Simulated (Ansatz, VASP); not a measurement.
## SnO2: VASP beside Ansatz

The input INCAR:

```
  PREC = Accurate
  ENCUT = 520
  EDIFF = 1E-6
  ISMEAR = 0
  SIGMA = 0.05
  LREAL = F
  LASPH = T
  NELM = 60
  ALGO = Normal
  ISIF = 2
  LWAVE = F
  LCHARG = F
  NBANDS = 35
```

The input KPOINTS:

```
regular mesh
0
Gamma
  6 6 8
```

POSCAR

```
SnO2
1.0
    4.8299657324      0.0000000000      0.0000000000
    0.0000000000      4.8305590713      0.0000000000
    0.0000000000      0.0000000000      3.2631512253
Sn O
2 4
Direct
    0.5000000000      0.5000000000      0.5000000000
    0.0000000000      0.0000000000      0.0000000000
    0.3059833077      0.2672588243      0.0000000000
    0.8059833077      0.2327411757      0.5000000000
    0.1940166923      0.7672588243      0.5000000000
    0.6940166923      0.7327411757      0.0000000000
```

Input for Ansatz:

```yaml
crystal:
  lattice:
    - [4.8299657324, 0.0, 0.0]
    - [0.0, 4.8305590713, 0.0]
    - [0.0, 0.0, 3.2631512253]
  atoms:
    - { symbol: Sn, position: [0.5, 0.5, 0.5] }
    - { symbol: Sn, position: [0.0, 0.0, 0.0] }
    - { symbol: O, position: [0.3059833077, 0.2672588243, 0.0] }
    - { symbol: O, position: [0.8059833077, 0.2327411757, 0.5] }
    - { symbol: O, position: [0.1940166923, 0.7672588243, 0.5] }
    - { symbol: O, position: [0.6940166923, 0.7327411757, 0.0] }
basis:
  ecutwfc: 520.0
kpoints:
  mp_grid: { grid: [6, 6, 8] }
hamiltonian:
  xc: lda
scf:
  occupations: { method: gaussian, width: 0.05 }
output:
  forces: true
  stress: true
  eigenvalues: true
```

Alike in both runs: task single point; functional LDA; k mesh 6 × 6 × 8; occupations gaussian, width 0.05 eV; no spin polarisation.

|  | VASP | Ansatz |
| --- | --- | --- |
| version | VASP 6.6.1 | Ansatz 0.2.0 |
| potentials or method | VASP PAW LDA potentials, release 64 (Sn_d, O), cutoff 520 eV | scalar-relativistic, plane waves, PAW |
| valence electrons in the cell | 52 | 52 |

Ansatz gave:

```
gap on the k mesh at the Fermi level (eV)                     : 0.52
least direct gap on the mesh (eV)                             : 0.71
pressure (GPa)                                                : -11.5
traceless stress, the component that is largest in VASP (GPa) : 4.62
rms of the force components (eV/Å)                            : 1.108
```

**Question.** What did VASP give for the same quantities?

**Answer.** gap on the k mesh at the Fermi level (eV): 0.53; least direct gap on the mesh (eV): 0.71; pressure (GPa): -10.8; traceless stress, the component that is largest in VASP (GPa): 4.76; rms of the force components (eV/Å): 1.129.

LDA's correlation is that of Perdew and Zunger in VASP and of Perdew and Wang (1992) in Ansatz. Atom by atom the forces differ by 0.021 eV/Å (rms over components).
